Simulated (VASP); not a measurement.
# B: single point with PBEsol

The system is B.

```
B
1.0
     1.46325   -2.65301    0.00000
     1.46325    2.65301    0.00000
     0.00000    0.00000    3.24784
B
4
Direct
  0.65610 0.34390 0.58983
  0.15610 0.84390 0.91017
  0.34390 0.65610 0.41017
  0.84390 0.15610 0.08983
```

```yaml
Program: VASP 6.6.1
Task: single point
Functional: PBEsol
Potentials_or_basis: VASP PAW PBE potentials, release 64 (B)
Cutoff: 520 eV
k_mesh: 18 × 18 × 14
Occupations: gaussian, width 0.1 eV
Spin: no spin polarisation
Dipole_correction: no
Further_INCAR_settings: ALGO = Normal; EDIFF = 1e-06; NBANDS = 14
```

The pressure is 0.4 GPa, the largest force is 0.003 eV/Å and the band gap on the k mesh is zero (band 6 reaches 9.64 eV, above the bottom of band 7 at 8.41 eV).

Forces in eV/Å, atoms in the order of the input:
```
B    0.000 -0.003  0.000
B    0.000 -0.003  0.000
B    0.000  0.003  0.000
B    0.000  0.003  0.000
```

Levels at points of the mesh, in eV from the Fermi level:
| k point | band 4 | band 5 | band 6 | band 7 | band 8 | band 9 |
| --- | --- | --- | --- | --- | --- | --- |
| (0.00, 0.00, 0.00) | -4.62 | -3.55 | 0.53 | 0.90 | 2.53 | 2.57 |
| (0.50, 0.00, 0.00) | -5.68 | -4.62 | -4.62 | 1.54 | 1.54 | 6.02 |
| (0.50, 0.50, 0.00) | -5.40 | -3.54 | -1.76 | -0.51 | 0.63 | 4.64 |
| (0.00, 0.00, 0.50) | -1.91 | -1.52 | -1.52 | 0.90 | 0.90 | 6.43 |
| (0.50, 0.00, 0.50) | -10.52 | -4.35 | -4.35 | 2.00 | 2.00 | 10.39 |
| (0.50, 0.50, 0.50) | -9.38 | -3.89 | -3.89 | 0.84 | 0.84 | 9.25 |

Run time: 120 s on 1 thread of Intel(R) Xeon(R) Platinum 8375C CPU @ 2.90GHz (Ice Lake), with other jobs on the host, peak memory 0.29 GiB.

Caveat: the PAW data sets were made with another functional, which shifts forces and pressure a little.
